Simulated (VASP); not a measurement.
## BeS (zincblende type): relaxation of cell and atoms with PBE

BeS (zincblende type):

```
Be S
1.0
     0.00000    2.46524    2.46524
     2.46524    0.00000    2.46524
     2.46524    2.46524    0.00000
Be S
1 1
Direct
  0.00000 0.00000 0.00000
  0.25000 0.25000 0.25000
```

```
Program                : VASP 6.6.1
Task                   : relaxation of cell and atoms
Functional             : PBE
Potentials or basis    : VASP PAW PBE potentials, release 64 (Be, S)
Cutoff                 : 600 eV
k mesh                 : 14 × 14 × 14
Occupations            : fermi-dirac, width 0.08 eV
Spin                   : no spin polarisation
Target pressure        : -2.9 GPa
Dipole correction      : no
Further INCAR settings : ALGO = Normal; EDIFF = 1e-07; IBRION = 2; EDIFFG = -0.005; NSW = 32; ISIF = 3
```

The pressure after relaxing is -2.9 GPa and the band gap on the k mesh is 3.22 eV (least direct gap 5.48 eV).

Final structure:
```xyz
2
Lattice="0.0000 2.4652 2.4652 2.4652 0.0000 2.4652 2.4652 2.4652 0.0000" Properties=species:S:1:pos:R:3 pbc="T T T"
Be    0.0000    0.0000    0.0000
S     1.2326    1.2326    1.2326
```

Levels at points of the mesh, in eV from the valence-band top:
```tsv
k point	band 1	band 2	band 3	band 4	band 5	band 6	band 7	band 8
(0.00, 0.00, 0.00)	-13.37	0.00	0.00	0.00	5.48	5.68	5.68	5.68
(0.50, 0.00, 0.00)	-11.89	-5.48	-0.97	-0.97	5.30	6.57	6.57	10.97
(0.50, 0.50, 0.00)	-11.40	-4.77	-2.48	-2.48	3.22	4.95	12.38	12.38
```

Wall time 18 s on 1 thread of AMD EPYC 9R45 96-Core Processor (Zen 5), with other jobs on the host, peak memory 0.14 GiB.

Caveat: the relaxation stopped at its first step, so nothing moved; the cell is relaxed towards a set pressure, so the run minimises the enthalpy, not the energy. A k mesh can miss the band edges.
